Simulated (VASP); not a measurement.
KNbO3:

```
K Nb O
1.0
     4.02918    0.00000    0.00000
     0.00000    4.02918    0.00000
     0.00000    0.00000    4.02918
K Nb O
1 1 3
Direct
  0.00000 0.00000 0.00000
  0.50000 0.50000 0.50000
  0.00000 0.50000 0.50000
  0.50000 0.00000 0.50000
  0.50000 0.50000 0.00000
```

Base run:

```yaml
Program: VASP 6.6.1
Functional: PBE
Potentials_or_basis: VASP PAW PBE potentials, release 64 (K_sv, Nb_sv, O)
Cutoff: 600 eV
k_mesh: 6 × 6 × 6
Occupations: methfessel-paxton, width 0.05 eV
Spin: no spin polarisation
Hubbard_terms: Nb d U = 6.0 eV
```

Its results: band gap on the k mesh 2.21 eV, indirect (least direct gap 2.97 eV); pressure 3.2 GPa.

Question: The run is repeated on the same cell with these changes: hubbard terms from Nb d U = 6.0 eV to Nb d U = 2.0 eV. What comes out?

Answer: Band gap on the k mesh 1.73 eV, indirect (least direct gap 2.42 eV); pressure 0.7 GPa.

A k mesh can miss the band edges.
